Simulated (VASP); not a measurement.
Input of a VASP 6.6.1 run:

Contents of POSCAR:

```
HgTe
1.0
    0.0000000000      3.1267950000      3.1751475000
    3.1267950000      0.0000000000      3.1751475000
    3.1267950000      3.1267950000      0.0000000000
Hg Te
1 1
Direct
    0.0000000000      0.0000000000      0.0000000000
    0.7500000000      0.7500000000      0.7500000000
```

INCAR.step1

```
SYSTEM = HgTe
PREC = Accurate
ENCUT = 520
ISMEAR = 0
SIGMA = 0.15
LREAL = .FALSE.
LASPH = .TRUE.
NELM = 60
NBANDS = 16
GGA = PE
ALGO = Normal
EDIFF = 1E-4
LWAVE = .TRUE.
LCHARG = .FALSE.
```

INCAR.step2

```
SYSTEM = HgTe
PREC = Accurate
ENCUT = 520
EDIFF = 1E-6
ISMEAR = 0
SIGMA = 0.15
LREAL = .FALSE.
LASPH = .TRUE.
NELM = 60
ALGO = Normal
ISIF = 2
LWAVE = .FALSE.
LCHARG = .TRUE.
METAGGA = R2SCAN
LMIXTAU = .TRUE.
LELF = .TRUE.
LVHAR = .TRUE.
NBANDS = 16
ISTART = 1
```

File KPOINTS:

```
Automatic mesh
0
G
  14 14 14
  0 0 0
```

Potentials or basis: VASP PAW PBE potentials, release 64 (Hg, Te).

Run with:

```console
$ cat potpaw_PBE.64/Hg/POTCAR potpaw_PBE.64/Te/POTCAR > POTCAR
$ cp INCAR.step1 INCAR
$ mpirun -np 1 vasp_std > vasp.out
$ cp INCAR.step2 INCAR
$ mpirun -np 1 vasp_std > vasp.out
```

(1) Estimate the pressure.

(2) Predict the band gap on the k mesh.

Results:

(1) 7.7 GPa.

(2) zero (filled and empty bands touch).

Caveat: the cell differs from its parent crystal (strain -0.030 along x and y, -0.015 along z); the PAW data sets were made with another functional, which shifts forces and pressure a little; spin-orbit coupling is left out, which moves the levels of the heavy elements.
